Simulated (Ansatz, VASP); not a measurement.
Two plane-wave programs on AlP

The input POSCAR:

```
AlP
1.0
    0.0000000000      2.7255000000      2.7255000000
    2.7255000000      0.0000000000      2.7255000000
    2.7255000000      2.7255000000      0.0000000000
Al P
1 1
Direct
    0.0000000000      0.0000000000      0.0000000000
    0.7500000000      0.7500000000      0.7500000000
```

Contents of INCAR.step1:

```
PREC     = Accurate       # precision mode
ENCUT    = 550            # plane-wave cutoff, eV
ISMEAR   = 0              # smearing method
SIGMA    = 0.1            # smearing width, eV
LREAL    = F              # projectors in reciprocal space
LASPH    = T              # aspherical terms in the spheres
NELM     = 120            # most SCF steps
NBANDS   = 11             # bands
GGA      = PE             # functional
ALGO     = Normal         # electronic algorithm
EDIFF    = 1E-5           # SCF threshold, eV
LWAVE    = T              # write WAVECAR
LCHARG   = F              # write CHGCAR
GGA_COMPAT= F
```

INCAR.step2

```
PREC     = Accurate       # precision mode
ENCUT    = 550            # plane-wave cutoff, eV
EDIFF    = 1E-6           # SCF threshold, eV
ISMEAR   = 0              # smearing method
SIGMA    = 0.1            # smearing width, eV
LREAL    = F              # projectors in reciprocal space
LASPH    = T              # aspherical terms in the spheres
NELM     = 120            # most SCF steps
ALGO     = Normal         # electronic algorithm
ISIF     = 2              # what is computed and relaxed
LWAVE    = F              # write WAVECAR
LCHARG   = T              # write CHGCAR
METAGGA  = R2SCAN         # meta-GGA
LMIXTAU  = T            
LELF     = T              # ELF
LVHAR    = T            
NBANDS   = 11             # bands
ISTART   = 1            
GGA_COMPAT= F
```

Contents of KPOINTS:

```
Automatic mesh
0
Gamma
  6 6 6
```

Input for Ansatz:

```yaml
crystal:
  lattice:
    - [0.0, 2.7255, 2.7255]
    - [2.7255, 0.0, 2.7255]
    - [2.7255, 2.7255, 0.0]
  atoms:
    - { symbol: Al, position: [0.0, 0.0, 0.0] }
    - { symbol: P, position: [0.75, 0.75, 0.75] }
basis:
  ecutwfc: 500
kpoints:
  mp_grid: { grid: [6, 6, 6] }
hamiltonian:
  xc: r2scan
scf:
  occupations: { method: gaussian, width: 0.1 }
output:
  forces: true
  stress: true
  eigenvalues: true
```

Alike in both runs: task single point; functional r2SCAN; k mesh 6 × 6 × 6; occupations gaussian, width 0.1 eV; no spin polarisation.

```csv
,VASP,Ansatz
version,VASP 6.6.1,Ansatz 0.2.0
potentials or method,"VASP PAW PBE potentials, release 64 (Al, P), cutoff 550 eV","scalar-relativistic, plane waves, PAW"
valence electrons in the cell,8,8
```

VASP gave:

* gap on the k mesh at the Fermi level (eV): 1.90
* least direct gap on the mesh (eV): 4.05
* pressure (GPa): 1.1

**Question.** Which values does Ansatz return?

**Answer.** gap on the k mesh at the Fermi level (eV): 1.90; least direct gap on the mesh (eV): 4.05; pressure (GPa): 1.5.

VASP's potentials were made for PBE, not for r2SCAN.
